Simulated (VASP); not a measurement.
A run of VASP 6.6.1 is set up as follows.

Contents of INCAR:

```
SYSTEM = LiCl
ALGO = Normal ; EDIFF = 1E-7
ENCUT = 520 ; GGA = PS
ISIF = 2 ; ISMEAR = -1
LASPH = .True. ; LCHARG = .False.
LREAL = .False. ; LWAVE = .False.
NBANDS = 12 ; NELM = 80
PREC = Accurate ; SIGMA = 0.05
```

KPOINTS

```
k-points
0
Gamma
  9 9 9
  0 0 0
```

POSCAR

```
LiCl
1.0
    0.0000000000      2.5314064979      2.5314064979
    2.5314064979      0.0000000000      2.5314064979
    2.5314064979      2.5314064979      0.0000000000
Cl Li
1 1
Direct
    0.5000000000      0.5000000000      0.5000000000
    0.0000000000      0.0000000000      0.0000000000
```

Potentials or basis: VASP PAW PBE potentials, release 64 (Cl, Li_sv).

Launch:

```bash
$ cat potpaw_PBE.64/Cl/POTCAR potpaw_PBE.64/Li_sv/POTCAR > POTCAR
$ mpirun -np 1 vasp_std > vasp.out
```

**Question.** Estimate the band gap on the k mesh.

**Answer.** 6.37 eV, direct.

 PBEsol gaps usually lie below the measured ones, often by a third to a half.
